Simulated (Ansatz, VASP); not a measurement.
**Two plane-wave programs on Ta4O**

```
CELL_PARAMETERS angstrom
3.25434 0.00000 0.00000
0.00000 3.25434 0.00000
0.00000 0.00000 7.39621
ATOMIC_POSITIONS crystal
Ta 0.00000 0.00000 0.50000
Ta 0.50000 0.50000 0.78296
Ta 0.50000 0.50000 0.21704
Ta 0.00000 0.00000 0.00000
O 0.50000 0.50000 0.50000
```

Alike in both runs: functional PBE; k mesh 12 × 12 × 6; occupations gaussian, width 0.1 eV; no spin polarisation.

Ansatz relaxed the structure, and its values are those at the end. VASP's run is a single point on that final structure, the one shown.

|  | VASP | Ansatz |
| --- | --- | --- |
| version | VASP 6.6.1 | Ansatz 0.2.0 |
| potentials or method | VASP PAW PBE potentials, release 64 (Ta_pv, O), cutoff 520 eV | scalar-relativistic, plane waves, PAW |
| valence electrons in the cell | 50 | 58 |

|  | VASP | Ansatz | Ansatz less VASP |
| --- | --- | --- | --- |
| gap on the k mesh at the Fermi level (eV) | none | none | - |
| pressure (GPa) | 0.3 | 0.0 | -0.25 |
| rms of the force components (eV/Å) | 0.010 | 0.003 | -0.0062 |

A gap of «none» marks a metal or a gap that the smearing closes. With one functional, cell and mesh, what is left measures potentials, basis and numerics. VASP's potentials hold 50 valence electrons a cell and Ansatz's 58, so a difference there can come from the potentials and not from the codes.

Neither program's run includes spin-orbit coupling.
